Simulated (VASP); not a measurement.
Wanted: the native input for a VASP 6.6.1 run.

```yaml
Task: electric field gradients
Functional: LDA
Potentials_or_basis: VASP PAW LDA potentials, release 64 (Ag, Br)
Cutoff: 400 eV
k_mesh: 7 × 7 × 7
Occupations: fermi-dirac, width 0.03 eV
Spin: no spin polarisation
Dipole_correction: no
Further_INCAR_settings: ALGO = Normal; EDIFF = 1e-08; NBANDS = 16
```

The structure of AgBr lies in POSCAR:

```
AgBr
1.0
    0.0000000000      2.8860500000      2.9149105000
    2.8860500000      0.0000000000      2.9149105000
    2.8860500000      2.8860500000      0.0000000000
Ag Br
1 1
Direct
    0.5000000000      0.5000000000      0.5000000000
    0.0000000000      0.0000000000      0.0000000000
```

This cell differs from its parent crystal: zz strain of +1 %.

One way to write it, as run:

INCAR

```
SYSTEM = AgBr
PREC = Accurate
ENCUT = 400
EDIFF = 1E-8
ISMEAR = -1
SIGMA = 0.03
LREAL = .FALSE.
LASPH = .TRUE.
NELM = 120
ALGO = Normal
ISIF = 2
LWAVE = .FALSE.
LCHARG = .FALSE.
LEFG = .TRUE.
NBANDS = 16
GGA_COMPAT = .FALSE.
```

KPOINTS

```
regular mesh
0
G
  7 7 7
  0 0 0
```

Potentials or basis: VASP PAW LDA potentials, release 64 (Ag, Br).

Run with:

```sh
$ cat potpaw_LDA.64/Ag/POTCAR potpaw_LDA.64/Br/POTCAR > POTCAR
$ mpirun -np 1 vasp_std > vasp.out
```

It gave:

```
Pressure                                : -5.3 GPa
Band gap on the k mesh                  : 0.46 eV (least direct gap 2.22 eV)
Largest electric field gradient by atom : Ag +5.5; Br -10.3 V/Å²
```

Caveat: the cell differs from its parent crystal (zz strain of +1 %); the cell stands under tension; without QUAD_EFG the Cq values of the log hold for a quadrupole moment of 1 mb, not for the nuclei; an odd mesh through Γ misses points on the zone boundary, where band edges can lie.

It took 40 s on 1 thread of Intel Xeon 8259CL, with other jobs on the host, peak memory 0.15 GiB.
